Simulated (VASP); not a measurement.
**BiTe: single point with PBE**

BiTe:

```
Bi Te
1.0
    -4.84542   -2.79750    3.31729
     4.84542   -2.79750    3.31729
     0.00000    5.59500    3.31729
Bi Te
4 4
Cartesian
  0.0000 0.0000 4.9759
  0.0000 2.7975 1.6586
  2.4227 -1.3988 1.6586
  -2.4227 -1.3988 1.6586
  0.0000 0.0000 0.0000
  0.0000 -2.7975 3.3173
  -2.4227 1.3988 3.3173
  2.4227 1.3988 3.3173
```

| Item | Value |
| --- | --- |
| Program | VASP 6.6.1 |
| Task | single point |
| Functional | PBE |
| Potentials or basis | VASP PAW PBE potentials, release 64 (Bi_d, Te) |
| Cutoff | 520 eV |
| k mesh | 6 × 6 × 6 |
| Occupations | gaussian, width 0.15 eV |
| Spin | no spin polarisation |
| Dipole correction | no |
| Further INCAR settings | ALGO = Normal; EDIFF = 1e-06; NBANDS = 52 |

The pressure is -0.1 GPa. The band gap on the k mesh is zero (bands 42 and 43 overlap by 3.45 eV).

Levels at points of the mesh, in eV from the Fermi level:
```
           k point  band 39  band 40  band 41  band 42  band 43  band 44  band 45  band 46
(0.00, 0.00, 0.00)    -2.89    -1.59     1.90     2.44     2.44     2.44     2.53     2.53
(0.50, 0.00, 0.00)    -1.59    -1.59    -0.37    -0.37     0.63     0.63     2.51     2.51
(0.50, 0.50, 0.00)    -1.66    -1.66    -0.42    -0.42    -0.40    -0.40     0.13     0.13
(0.50, 0.50, 0.50)    -1.23    -1.23    -1.01    -1.01    -1.01    -0.93    -0.93    -0.93
```

Run time: 4.8 min on 1 thread of AMD EPYC 7R13 Processor (Zen 3), on a shared host, peak memory 0.5 GiB.

Caveat: spin-orbit coupling is left out, which moves the levels of the heavy elements.
